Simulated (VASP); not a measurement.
Set up this calculation in VASP 6.6.1, as the native input.

| Quantity | Value |
| --- | --- |
| Task | single point |
| Functional | PBE |
| Potentials or basis | VASP PAW PBE potentials, release 64 (Ga_d, N) |
| Cutoff | 520 eV |
| k mesh | 9 × 9 × 4 |
| Occupations | gaussian, width 0.01 eV |
| Spin | no spin polarisation |
| Dipole correction | no |
| Further INCAR settings | ALGO = Normal; EDIFF = 1e-06; NBANDS = 26 |

The structure of GaN lies in POSCAR:

```
GaN
1.0
    3.1831493761      0.0000000000      0.0000000000
   -1.5915746880      2.7566882238      0.0000000000
    0.0000000000      0.0000000000      5.1836252293
Ga N
2 2
Direct
    0.3333333333      0.6666666667     -0.0008868111
    0.6666666667      0.3333333333      0.4991131889
    0.3333333333      0.6666666667      0.3758868111
    0.6666666667      0.3333333333      0.8758868111
```

One way to write it, as run:

INCAR

```
  PREC = Accurate
  ENCUT = 520
  EDIFF = 1E-6
  ISMEAR = 0
  SIGMA = 0.01
  LREAL = F
  LASPH = T
  NELM = 100
  ALGO = Normal
  ISIF = 2
  LWAVE = F
  LCHARG = F
  GGA = PE
  NBANDS = 26
```

KPOINTS

```
regular mesh
0
Gamma
  9 9 4
```

Potentials or basis: VASP PAW PBE potentials, release 64 (Ga_d, N).

The run is started by

```bash
$ cat potpaw_PBE.64/Ga_d/POTCAR potpaw_PBE.64/N/POTCAR > POTCAR
$ mpirun -np 1 vasp_std > vasp.out
```

Results of the run:

```
Pressure               : 6.3 GPa
Largest force          : 0.005 eV/Å
Band gap on the k mesh : 1.94 eV, direct
```

Wall time 38 s on 1 thread of AMD EPYC 7R13 Processor (Zen 3), with other jobs on the host, peak memory 0.15 GiB.
